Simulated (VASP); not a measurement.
A run of VASP 6.6.1 is set up as follows.

The input INCAR:

```
PREC = Accurate ; ENCUT = 520
EDIFF = 1E-7 ; ISMEAR = 1
SIGMA = 0.05 ; LREAL = False
LASPH = True ; NELM = 80
ALGO = Normal ; ISIF = 2
LWAVE = False ; LCHARG = True
GGA = PE ; IVDW = 12
LELF = True ; LVHAR = True
NBANDS = 16
```

KPOINTS

```
Automatic mesh
0
Gamma
  12 12 4
```

File POSCAR:

```
BN
1.0
    2.4477203560      0.0000000000      0.0000000000
   -1.2238601780      2.1703573356      0.0000000000
    0.0000000000      0.0000000000      6.5923998870
B N
2 2
Direct
   -0.0345753637      0.0000000000      0.5000000000
    0.3679686461      0.6666666667      0.0000000000
    0.0344683995      0.0000000000      0.0000000000
    0.6321520011      0.3333333333      0.5000000000
```

Potentials or basis: VASP PAW PBE potentials, release 64 (B, N).

The run is started by

```sh
$ cat potpaw_PBE.64/B/POTCAR potpaw_PBE.64/N/POTCAR > POTCAR
$ mpirun -np 1 vasp_std > vasp.out
```

Problem. Predict the band gap on the k mesh.

Solution. 4.22 eV (least direct gap 4.49 eV).

Problem. Estimate the dispersion energy per atom.

Solution. -0.146 eV.

Problem. Predict the largest force.

Solution. 0.349 eV/Å.

Stress tensor (GPa, compression positive):
```
23.25  0.15  0.00
 0.15  4.39  0.00
 0.00  0.00 -0.17
```

Caveat: the cell differs from its parent crystal (atoms displaced along a vibrational mode, the cell strained); the stress differs along the axes, from -0 to 23 GPa. A k mesh can miss the band edges.
